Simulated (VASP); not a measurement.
Set up this calculation in VASP 6.6.1, as the native input.

* Task: single point
* Functional: PBEsol
* Potentials or basis: VASP PAW PBE potentials, release 64 (Na_pv, Cl)
* Cutoff: 520 eV
* k mesh: 8 × 8 × 8
* Occupations: gaussian, width 0.05 eV
* Spin: no spin polarisation
* Dipole correction: no
* Further INCAR settings: ALGO = Normal; EDIFF = 1e-06; NBANDS = 14

The structure of NaCl lies in POSCAR:

```
NaCl
1.0
    0.0000000000      2.7892737500      2.8317500000
    2.8317500000      0.0000000000      2.8317500000
    2.8317500000      2.7892737500      0.0000000000
Na Cl
1 1
Direct
    0.0000000000      0.0000000000      0.0000000000
    0.5000000000      0.5000000000      0.5000000000
```

This cell differs from its parent crystal: strain -0.0150 x Voigt [0, 1, 0, 0, 0, 0].

The input as run:

INCAR

```
SYSTEM = NaCl
PREC = Accurate ; ENCUT = 520
EDIFF = 1E-6 ; ISMEAR = 0
SIGMA = 0.05 ; LREAL = .False.
LASPH = .True. ; NELM = 100
ALGO = Normal ; ISIF = 2
LWAVE = .False. ; LCHARG = .True.
GGA = PS ; LELF = .True.
LVHAR = .True. ; NBANDS = 14
```

KPOINTS

```
regular mesh
0
Gamma
  8 8 8
  0 0 0
```

Potentials or basis: VASP PAW PBE potentials, release 64 (Na_pv, Cl).

Command:

```console
$ cat potpaw_PBE.64/Na_pv/POTCAR potpaw_PBE.64/Cl/POTCAR > POTCAR
$ mpirun -np 1 vasp_std > vasp.out
```

Results of the run:

The pressure is -0.4 GPa and the band gap on the k mesh is 4.94 eV.

Caveat: the cell differs from its parent crystal (strain -0.0150 x Voigt [0, 1, 0, 0, 0, 0]); the PAW data sets were made with another functional, which shifts forces and pressure a little.

It took 28 s on 1 thread of Intel(R) Xeon(R) Platinum 8488C (Sapphire Rapids) (shared host), peak memory 0.18 GiB.
